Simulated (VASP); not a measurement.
## TaN: single point with BLYP+D3(BJ)

TaN:

```
Ta N
1.0
     0.00000    2.18144    2.18144
     2.18144    0.00000    2.18144
     2.18144    2.18144    0.00000
Ta N
1 1
Direct
  0.50000 0.50000 0.50000
  0.00000 0.00000 0.00000
```

```yaml
Program: VASP 6.6.1
Task: single point
Functional: BLYP
Dispersion: D3(BJ)
Potentials_or_basis: VASP PAW PBE potentials, release 64 (Ta_pv, N)
Cutoff: 600 eV
k_mesh: 10 × 10 × 10
Occupations: fermi-dirac, width 0.05 eV
Spin: no spin polarisation
Dipole_correction: no
Further_INCAR_settings: ALGO = Normal; EDIFF = 1e-06; NBANDS = 15
```

```json
{"Pressure": "9.4 GPa", "Band gap on the k mesh": "zero (band 8 reaches 12.22 eV, above the bottom of band 9 at 8.18 eV)", "Dispersion energy per atom": "-1.129 eV"}
```

Levels at points of the mesh, in eV from the Fermi level:
| k point | band 4 | band 5 | band 6 | band 7 | band 8 | band 9 | band 10 | band 11 | band 12 | band 13 |
| --- | --- | --- | --- | --- | --- | --- | --- | --- | --- | --- |
| (0.00, 0.00, 0.00) | -18.96 | -3.93 | -3.93 | -3.93 | -2.19 | -2.19 | -2.19 | 0.04 | 0.04 | 1.97 |
| (0.50, 0.00, 0.00) | -15.85 | -10.44 | -7.76 | -7.76 | 1.86 | 1.86 | 1.99 | 4.31 | 7.64 | 7.64 |
| (0.50, 0.50, 0.00) | -17.78 | -6.56 | -5.53 | -4.68 | -4.68 | 2.12 | 3.52 | 3.52 | 4.74 | 7.22 |

Wall time 22 s on 1 thread of AMD EPYC 9R45 96-Core Processor (Zen 5), with other jobs on the host, peak memory 0.15 GiB.

Caveat: the PAW data sets were made with another functional, which shifts forces and pressure a little; spin-orbit coupling is left out, which moves the levels of the heavy elements; pairwise dispersion overbinds metals, which lowers pressure and volume.
